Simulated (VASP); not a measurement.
# MnS (R-3m) in VASP: further runs

MnS is run at these levels: PBE+U; tasks: single point.

Program: VASP 6.6.1. These are calculated values, not measurements. Logs are shortened: lines on timing, memory, paths and dates and some standing lists are left out, and cuts for length are marked.

## Step 1: The cell of the first run

The structure is trigonal, space group R-3m (No. 166). Conventional cell: a = 3.788 Å, b = 3.788 Å, c = 9.221 Å, α = 90.00°, β = 90.00°, γ = 120.00°. Within 3.5 Å of Mn (site symmetry -3m) lie 6 S at 2.67 Å. S (site symmetry -3m) has 6 Mn at 2.67 Å within 3.5 Å.

## Step 2: Single point, PBE+U, collinear spin, antiferromagnetic start (19.10 Å³/atom)

Contents of INCAR:

```
ALGO = Normal ; EDIFF = 1E-7
ENCUT = 520 ; GGA = PE
ISIF = 2 ; ISMEAR = 0
ISPIN = 2 ; LASPH = T
LCHARG = F ; LDAU = T
LDAUJ = 0 0 ; LDAUL = 2 -1
LDAUPRINT = 1 ; LDAUTYPE = 2
LDAUU = 3.9 0 ; LMAXMIX = 4
LORBIT = 11 ; LREAL = F
LWAVE = F ; MAGMOM = 4.94 -4.94 0 0
NBANDS = 31 ; NELM = 150
PREC = Accurate ; SIGMA = 0.05
```

Contents of KPOINTS:

```
k-points
0
Gamma
  8 8 8
```

Contents of POSCAR:

```
MnS
1.0
    1.8940340928      1.0935210935      6.1473481277
   -1.8940340928      1.0935210935      6.1473481277
    0.0000000000     -2.1870421865      6.1473481278
Mn S
2 2
Direct
    0.0000000000      0.0000000000      0.0000000000
    0.5000000000      0.5000000000      0.5000000000
    0.7499999998      0.7499999998      0.7499999998
    0.2500000002      0.2500000002      0.2500000002
```

Potentials or basis: VASP PAW PBE potentials, release 64 (Mn_pv, S).

Started as:

```console
$ cat potpaw_PBE.64/Mn_pv/POTCAR potpaw_PBE.64/S/POTCAR > POTCAR
$ mpirun -np 1 vasp_std > vasp.out
```

OUTCAR:

```text
EDIFF = 1E-7
   ENCUT = 520
   GGA = PE
   ISIF = 2
   ISMEAR = 0
   ISPIN = 2
   LASPH = T
   LORBIT = 11
   LREAL = F
   NELM = 150
   PREC = Accurate

 ion  position               nearest neighbor table
   1  0.000  0.000  0.000-   3 2.67   3 2.67   4 2.67   4 2.67   3 2.67   4 2.67
   2  0.500  0.500  0.500-   4 2.67   4 2.67   3 2.67   3 2.67   4 2.67   3 2.67
   3  0.750  0.750  0.750-   1 2.67   1 2.67   1 2.67   2 2.67   2 2.67   2 2.67
   4  0.250  0.250  0.250-   1 2.67   1 2.67   1 2.67   2 2.67   2 2.67   2 2.67

  LATTYP: Found a trigonal (rhomboedric) cell.
 ALAT       =     6.5248021066
 COS(alpha) =     0.8314724562

  Lattice vectors:

 A1 = (   1.8940340928,   1.0935210935,   6.1473481277)
 A2 = (  -1.8940340928,   1.0935210935,   6.1473481277)
 A3 = (   0.0000000000,  -2.1870421865,   6.1473481278)

Analysis of symmetry for initial positions (statically):
=====================================================================
 Subroutine PRICEL returns following result:

  LATTYP: Found a trigonal (rhomboedric) cell.
 ALAT       =     3.7723501663
 COS(alpha) =     0.4958246811
[... 12 lines left out ...]
 Subroutine GETGRP returns: Found 12 space group operations
 (whereof 12 operations were pure point group operations)
 out of a pool of 12 trial point group operations.

The static configuration has the point symmetry D_3d.

Analysis of symmetry for dynamics (positions and initial velocities):
=====================================================================
 Subroutine PRICEL returns following result:

  LATTYP: Found a trigonal (rhomboedric) cell.
 ALAT       =     3.7723501663
 COS(alpha) =     0.4958246811
[... 12 lines left out ...]
 Subroutine GETGRP returns: Found 12 space group operations
 (whereof 12 operations were pure point group operations)
 out of a pool of 12 trial point group operations.

The dynamic configuration has the point symmetry D_3d.

Analysis of structural, dynamic, and magnetic symmetry:
=====================================================================
 Subroutine PRICEL returns following result:

  LATTYP: Found a trigonal (rhomboedric) cell.
 ALAT       =     3.7723501663
 COS(alpha) =     0.4958246811
[... 12 lines left out ...]
 Subroutine GETGRP returns: Found 12 space group operations
 (whereof 12 operations were pure point group operations)
 out of a pool of 12 trial point group operations.

The overall configuration has the point symmetry D_3d.

 Subroutine INISYM returns: Found 12 space group operations
 (whereof 12 operations are pure point group operations),
 and found     2 'primitive' translations

----------------------------------------------------------------------------------------

                                     Primitive cell

  volume of cell :      38.1965

  direct lattice vectors                    reciprocal lattice vectors
     0.000000000  2.187042187  3.073674064    -0.000000000  0.304825701  0.108447847
    -1.894034093 -1.093521093  3.073674064    -0.263986800 -0.152412850  0.108447847
     1.894034093 -1.093521093  3.073674064     0.263986800 -0.152412850  0.108447847

  length of vectors
     3.772350166  3.772350166  3.772350166     0.323542336  0.323542336  0.323542336

  position of ions in fractional coordinates (direct lattice)
     0.000000000  0.000000000  0.000000000
     0.500000000  0.500000000  0.500000000

  ion indices of the primitive-cell ions
   primitive index   ion index
                 1           1
                 2           3

----------------------------------------------------------------------------------------

 KPOINTS: k-points

Automatic generation of k-mesh.
 Grid dimensions read from file:
 generate k-points for:    8    8    8

 Generating k-lattice:

  Cartesian coordinates                     Fractional coordinates (reciprocal lattice)
     0.032998350  0.019051606  0.006777990     0.125000000  0.000000000  0.000000000
[... 74 lines left out ...]
   ISMEAR =     0;   SIGMA  =   0.05  broadening in eV -4-tet -1-fermi 0-gaus
   EFERMI_NEDOS =   21; number of points for ismear=-14 and -15
   IALGO  =     38    algorithm
   IMIX   =      4    mixing-type and parameters
     AMIX     =   0.40;   BMIX     =  1.00
     AMIX_MAG =   1.60;   BMIX_MAG =  1.00
  volume/ion in A,a.u.               =      19.10       128.88
  Fermi-wavevector in a.u.,A,eV,Ry     =   1.297134  2.451227 22.892557  1.682555
  Thomas-Fermi vector in A             =   2.428545
   LORBIT       =     11    0 simple, 1 ext, 2 COOP (PROOUT), +10 PAW based schemes
 LDA+U is selected, type is set to LDAUTYPE =  2
   angular momentum for each species LDAUL =     2   -1
   U (eV)           for each species LDAUU =   3.9  0.0
   J (eV)           for each species LDAUJ =   0.0  0.0
   GGA     = PE    functional components
   LHFCALC =     F    Hartree Fock is set to
   AEXX    =    0.0000 exact exchange contribution
   IVDW    =     0    specifies the selected vdW correction
   LEPSILON=     F    determine dielectric tensor
   LRPA    =     F    only Hartree local field effects (RPA)
 spin polarized calculation
 Gauss-broadening in eV      SIGMA  =   0.05
  energy-cutoff  :      520.00
  volume of cell :       76.39
 maximum number of plane-waves:      2078
 NGX is ok and might be reduce to    50
   NGX = 25   NGY = 25   NGZ = 25

 number of electron      37.9999994 magnetization      -0.0000000

atom =   1  type =  1  l = 2

 onsite density matrix

spin component  1

  0.9390  0.0000  0.0000  0.0082  0.0000
  0.0000  0.9464 -0.0000  0.0000  0.0082
  0.0000 -0.0000  0.9339  0.0000  0.0000
  0.0082  0.0000  0.0000  0.9464  0.0000
  0.0000  0.0082  0.0000  0.0000  0.9390

spin component  2

  0.0358 -0.0000 -0.0000  0.0307 -0.0000
 -0.0000  0.0554 -0.0000  0.0000  0.0307
 -0.0000 -0.0000  0.0134  0.0000 -0.0000
  0.0307  0.0000  0.0000  0.0554 -0.0000
 -0.0000  0.0307 -0.0000 -0.0000  0.0358

 occupancies and eigenvectors

  o =  0.0133  v =  0.0000  0.0000  0.0000  0.0000  0.0000 -0.0000 -0.5900 -0.0000  0.0000  0.8074      0.0000  0.0000  0.0000  0.0000  0.0000  0.0000  0.0000  0.0000  0.0000  0.0000
  o =  0.0133  v =  0.0000  0.0000  0.0000  0.0000  0.0000  0.8074 -0.0000  0.0000 -0.5900  0.0000      0.0000  0.0000  0.0000  0.0000  0.0000  0.0000  0.0000  0.0000  0.0000  0.0000
  o =  0.0134  v =  0.0000  0.0000  0.0000  0.0000  0.0000 -0.0000 -0.0000  1.0000  0.0000  0.0000      0.0000  0.0000  0.0000  0.0000  0.0000  0.0000  0.0000  0.0000  0.0000  0.0000
  o =  0.0779  v =  0.0000  0.0000  0.0000  0.0000  0.0000  0.5900 -0.0000  0.0000  0.8074 -0.0000      0.0000  0.0000  0.0000  0.0000  0.0000  0.0000  0.0000  0.0000  0.0000  0.0000
  o =  0.0779  v =  0.0000  0.0000  0.0000  0.0000  0.0000  0.0000  0.8074 -0.0000  0.0000  0.5900      0.0000  0.0000  0.0000  0.0000  0.0000  0.0000  0.0000  0.0000  0.0000  0.0000
  o =  0.9337  v = -0.0000 -0.5438 -0.0000  0.0000  0.8392  0.0000  0.0000  0.0000  0.0000  0.0000      0.0000  0.0000  0.0000  0.0000  0.0000  0.0000  0.0000  0.0000  0.0000  0.0000
  o =  0.9337  v = -0.8392  0.0000  0.0000  0.5438 -0.0000  0.0000  0.0000  0.0000  0.0000  0.0000      0.0000  0.0000  0.0000  0.0000  0.0000  0.0000  0.0000  0.0000  0.0000  0.0000
  o =  0.9339  v = -0.0000 -0.0000  1.0000  0.0000  0.0000  0.0000  0.0000  0.0000  0.0000  0.0000      0.0000  0.0000  0.0000  0.0000  0.0000  0.0000  0.0000  0.0000  0.0000  0.0000
  o =  0.9517  v = -0.5438  0.0000 -0.0000 -0.8392  0.0000  0.0000  0.0000  0.0000  0.0000  0.0000      0.0000  0.0000  0.0000  0.0000  0.0000  0.0000  0.0000  0.0000  0.0000  0.0000
  o =  0.9517  v = -0.0000 -0.8392  0.0000 -0.0000 -0.5438  0.0000  0.0000  0.0000  0.0000  0.0000      0.0000  0.0000  0.0000  0.0000  0.0000  0.0000  0.0000  0.0000  0.0000  0.0000

atom =   2  type =  1  l = 2

 onsite density matrix

spin component  1

  0.0358  0.0000 -0.0000  0.0307  0.0000
  0.0000  0.0554 -0.0000  0.0000  0.0307
 -0.0000 -0.0000  0.0134  0.0000 -0.0000
  0.0307  0.0000  0.0000  0.0554  0.0000
  0.0000  0.0307 -0.0000  0.0000  0.0358

spin component  2

  0.9390 -0.0000  0.0000  0.0082 -0.0000
 -0.0000  0.9464 -0.0000  0.0000  0.0082
  0.0000 -0.0000  0.9339 -0.0000  0.0000
  0.0082  0.0000 -0.0000  0.9464 -0.0000
 -0.0000  0.0082  0.0000 -0.0000  0.9390

 occupancies and eigenvectors

  o =  0.0133  v =  0.0000 -0.5900 -0.0000 -0.0000  0.8074  0.0000  0.0000  0.0000  0.0000  0.0000      0.0000  0.0000  0.0000  0.0000  0.0000  0.0000  0.0000  0.0000  0.0000  0.0000
  o =  0.0133  v = -0.8074 -0.0000 -0.0000  0.5900  0.0000  0.0000  0.0000  0.0000  0.0000  0.0000      0.0000  0.0000  0.0000  0.0000  0.0000  0.0000  0.0000  0.0000  0.0000  0.0000
  o =  0.0134  v = -0.0000 -0.0000  1.0000  0.0000  0.0000  0.0000  0.0000  0.0000  0.0000  0.0000      0.0000  0.0000  0.0000  0.0000  0.0000  0.0000  0.0000  0.0000  0.0000  0.0000
  o =  0.0779  v =  0.5900  0.0000  0.0000  0.8074  0.0000  0.0000  0.0000  0.0000  0.0000  0.0000      0.0000  0.0000  0.0000  0.0000  0.0000  0.0000  0.0000  0.0000  0.0000  0.0000
  o =  0.0779  v =  0.0000 -0.8074  0.0000  0.0000 -0.5900  0.0000  0.0000  0.0000  0.0000  0.0000      0.0000  0.0000  0.0000  0.0000  0.0000  0.0000  0.0000  0.0000  0.0000  0.0000
  o =  0.9337  v =  0.0000  0.0000  0.0000  0.0000  0.0000  0.0000 -0.5438 -0.0000 -0.0000  0.8392      0.0000  0.0000  0.0000  0.0000  0.0000  0.0000  0.0000  0.0000  0.0000  0.0000
  o =  0.9337  v =  0.0000  0.0000  0.0000  0.0000  0.0000 -0.8392 -0.0000  0.0000  0.5438 -0.0000      0.0000  0.0000  0.0000  0.0000  0.0000  0.0000  0.0000  0.0000  0.0000  0.0000
  o =  0.9339  v =  0.0000  0.0000  0.0000  0.0000  0.0000  0.0000  0.0000 -1.0000  0.0000 -0.0000      0.0000  0.0000  0.0000  0.0000  0.0000  0.0000  0.0000  0.0000  0.0000  0.0000
  o =  0.9517  v =  0.0000  0.0000  0.0000  0.0000  0.0000  0.5438 -0.0000  0.0000  0.8392 -0.0000      0.0000  0.0000  0.0000  0.0000  0.0000  0.0000  0.0000  0.0000  0.0000  0.0000
  o =  0.9517  v =  0.0000  0.0000  0.0000  0.0000  0.0000  0.0000  0.8392 -0.0000  0.0000  0.5438      0.0000  0.0000  0.0000  0.0000  0.0000  0.0000  0.0000  0.0000  0.0000  0.0000

 number of electron      37.9999994 magnetization       0.0000000

 Free energy of the ion-electron system (eV)
  ---------------------------------------------------
  ext. energy  EPLUGINS =         0.00000000
  ---------------------------------------------------
  free energy    TOTEN  =       -26.03971124 eV

  energy without entropy =      -26.03971124  energy(sigma->0) =      -26.03971124

 E-fermi :   5.1697     XC(G=0): -10.2313

 val. band max:        4.8892648550   @ k =   0.5000   0.5000   0.5000
 cond. band min:       7.1707665266   @ k =   0.5000   0.5000   0.0000
 fundamental gap:      2.2815016716
 Fermi energy:         5.1697390971

 spin component 1

 k-point     1 :       0.0000    0.0000    0.0000
  band No.  band energies     occupation
      1     -45.1194      1.00000
      2     -45.1133      1.00000
      3     -45.1133      1.00000
      4     -40.2382      1.00000
      5     -40.2370      1.00000
      6     -40.2370      1.00000
[... 1625 lines left out ...]
     30      13.1126      0.00000
     31      13.2678      0.00000

 [... further k-points ...]
[... 5 lines left out ...]
  --------------------------------------------------------------------------------------
  -------------------------------------------------------------------------------------
  Total       -1.5298560     -1.5298560     -1.4916278      0.0000000      0.0000000      0.0000000
  in kB      -32.0853749    -32.0853749    -31.2836234      0.0000000      0.0000000      0.0000000
  external PRESSURE =     -31.8181244 kB  Pullay stress =       0.0000000 kB

 VOLUME and BASIS-vectors are now :
 -----------------------------------------------------------------------------
  energy-cutoff  :      520.00
  volume of cell :       76.39
      direct lattice vectors                 reciprocal lattice vectors
     1.894034093  1.093521093  6.147348128     0.263986800  0.152412850  0.054223923
    -1.894034093  1.093521093  6.147348128    -0.263986800  0.152412850  0.054223923
     0.000000000 -2.187042186  6.147348128     0.000000000 -0.304825701  0.054223923

 POSITION                                       TOTAL-FORCE (eV/Angst)
 -----------------------------------------------------------------------------------
      0.00000      0.00000      0.00000         0.000000     -0.000000     -0.000000
      0.00000      0.00000      9.22102        -0.000000     -0.000000     -0.000000
      0.00000      0.00000     13.83153        -0.000000      0.000000      0.000000
      0.00000      0.00000      4.61051        -0.000000      0.000000      0.000000
 -----------------------------------------------------------------------------------
    total drift:                                0.000000     -0.000000     -0.000000

  FREE ENERGIE OF THE ION-ELECTRON SYSTEM (eV)
  ---------------------------------------------------
  free  energy   TOTEN  =       -26.0397112377 eV

  energy  without entropy=      -26.0397112377  energy(sigma->0) =      -26.03971124

 total charge

# of ion       s       p       d       tot
------------------------------------------
    1        0.203   6.143   4.884  11.229
    2        0.203   6.143   4.884  11.229
    3        1.322   2.426   0.000   3.748
    4        1.322   2.426   0.000   3.748
--------------------------------------------------
tot          3.049  17.138   9.768  29.955

 magnetization (x)

# of ion       s       p       d       tot
------------------------------------------
    1        0.027   0.020   4.499   4.547
    2       -0.027  -0.020  -4.499  -4.547
    3        0.000   0.000   0.000   0.000
    4        0.000   0.000   0.000   0.000
--------------------------------------------------
tot          0.000   0.000   0.000   0.000
```

It took 14 min on 1 thread of Intel Xeon Platinum 8559C (Emerald Rapids), shared host; peak memory 0.56 GiB.

What came out:

- Free energy: -26.0397 eV
- Pressure: -3.2 GPa
- Band gap on the k mesh: 2.28 eV
- Net moment: 0.00 μB per cell
- Site moments: Mn +4.55, -4.55; S +0.00 μB
- Valence electrons inside the program's atomic spheres: Mn 11.23; S 3.75

Levels at points of the mesh, in eV from the valence-band top:
Spin up:
```
           k point  band 17  band 18  band 19  band 20  band 21  band 22
(0.00, 0.00, 0.00)    -0.61    -0.61    -0.56     2.67     3.39     3.39
(0.50, 0.00, 0.00)    -1.96    -1.27    -0.73     2.68     3.80     3.93
(0.50, 0.50, 0.00)    -2.02    -0.66    -0.48     2.28     2.58     4.03
(0.50, 0.50, 0.50)    -1.32     0.00     0.00     2.99     3.30     3.30
```
Spin down:
```csv
k point,band 16,band 17,band 18,band 19,band 20,band 21,band 22,band 23
"(0.00, 0.00, 0.00)",-0.76,-0.61,-0.61,-0.56,2.67,3.39,3.39,3.45
"(0.50, 0.00, 0.00)",-2.75,-1.96,-1.27,-0.73,2.68,3.80,3.93,3.99
"(0.50, 0.50, 0.00)",-2.06,-2.02,-0.66,-0.48,2.28,2.58,4.03,4.05
"(0.50, 0.50, 0.50)",-1.32,-1.32,0.00,0.00,2.99,3.30,3.30,3.98
```

Eigenvalues of the final occupation matrices:
| site | spin | trace | eigenvalues |
| --- | --- | --- | --- |
| site 1 d | 1 | 4.70 | 0.93 0.93 0.93 0.95 0.95 |
| site 1 d | 2 | 0.20 | 0.01 0.01 0.01 0.08 0.08 |
| site 2 d | 1 | 0.20 | 0.01 0.01 0.01 0.08 0.08 |
| site 2 d | 2 | 4.70 | 0.93 0.93 0.93 0.95 0.95 |

Caveat: the cell stands under tension; the antiferromagnetic order is the one typed at the start, and another may lie lower. A k mesh can miss the band edges.

## Step 3: Single point, PBE+U, collinear spin, antiferromagnetic start (14.69 Å³/atom)

This run uses another cell than the first one, of 14.69 Å³/atom.

Contents of INCAR:

```
SYSTEM = MnS
ALGO = Normal
EDIFF = 1E-6
ENCUT = 680
GGA = PE
GGA_COMPAT = .False.
ISIF = 2
ISMEAR = 0
ISPIN = 2
LASPH = .True.
LCHARG = .False.
LDAU = .True.
LDAUJ = 0 0
LDAUL = 2 -1
LDAUPRINT = 1
LDAUTYPE = 2
LDAUU = 3.9 0
LMAXMIX = 4
LORBIT = 11
LREAL = .False.
LWAVE = .False.
MAGMOM = 4.6 -4.6 0 0
NBANDS = 33
NELM = 200
PREC = Accurate
SIGMA = 0.05
```

Contents of KPOINTS:

```
k-points
0
Gamma
  8 8 8
  0 0 0
```

Contents of POSCAR:

```
MnS
1.0
    1.7387552714      1.0038708242      5.6110368474
   -1.7387552714      1.0038708242      5.6110368474
    0.0000000000     -2.0077416478      5.6110368475
Mn S
2 2
Direct
    0.0000000000      0.0000000000      0.0000000000
    0.5000000000      0.5000000000      0.5000000000
    0.7500000000      0.7500000000      0.7500000000
    0.2500000000      0.2500000000      0.2500000000
```

Potentials or basis: VASP PAW PBE potentials, release 64 (Mn_sv, S).

Started as:

```console
$ cat potpaw_PBE.64/Mn_sv/POTCAR potpaw_PBE.64/S/POTCAR > POTCAR
$ mpirun -np 1 vasp_std > vasp.out
```

Wall time 19 min (1 thread of Intel Xeon Platinum 8259CL at 2.50GHz (Skylake/Cascade Lake), shared host); peak memory 0.67 GiB.

Results (log left out):

| Quantity | Value |
| --- | --- |
| Free energy | -24.8871 eV |
| Pressure | 24.0 GPa |
| Band gap on the k mesh | 1.57 eV |
| Net moment | 0.00 μB per cell |
| Site moments | Mn +4.24, -4.24; S +0.00 μB |
| Valence electrons inside the program's atomic spheres | Mn 12.92; S 3.86 |

Stress tensor (GPa, compression positive):
```
23.95  0.00  0.00
 0.00 23.95  0.00
 0.00  0.00 24.04
```

Levels at points of the mesh, in eV from the valence-band top:
Spin up:
```tsv
k point	band 18	band 19	band 20	band 21	band 22	band 23	band 24	band 25
(0.00, 0.00, 0.00)	-1.44	-1.26	-1.26	-1.14	2.58	2.58	2.74	3.64
(0.50, 0.00, 0.00)	-3.29	-3.13	-1.20	-0.96	1.62	3.27	3.61	3.87
(0.50, 0.50, 0.00)	-3.28	-3.16	-1.14	-0.58	1.57	2.48	3.62	3.76
(0.50, 0.50, 0.50)	-2.54	-2.54	0.00	0.00	2.26	2.40	2.40	3.72
```
Spin down:
| k point | band 18 | band 19 | band 20 | band 21 | band 22 | band 23 | band 24 | band 25 |
| --- | --- | --- | --- | --- | --- | --- | --- | --- |
| (0.00, 0.00, 0.00) | -1.44 | -1.26 | -1.26 | -1.14 | 2.58 | 2.58 | 2.74 | 3.64 |
| (0.50, 0.00, 0.00) | -3.29 | -3.13 | -1.20 | -0.96 | 1.62 | 3.27 | 3.61 | 3.87 |
| (0.50, 0.50, 0.00) | -3.28 | -3.16 | -1.14 | -0.58 | 1.57 | 2.48 | 3.62 | 3.76 |
| (0.50, 0.50, 0.50) | -2.54 | -2.54 | 0.00 | 0.00 | 2.26 | 2.40 | 2.40 | 3.72 |

Eigenvalues of the final occupation matrices:
```
    site  spin  trace               eigenvalues
site 1 d     1   4.50  0.89 0.89 0.89 0.91 0.91
site 1 d     2   0.27  0.02 0.02 0.02 0.10 0.10
site 2 d     1   0.27  0.02 0.02 0.02 0.10 0.10
site 2 d     2   4.50  0.89 0.89 0.89 0.91 0.91
```

Caveat: the cell stands under pressure; the antiferromagnetic order is the one typed at the start, and another may lie lower.
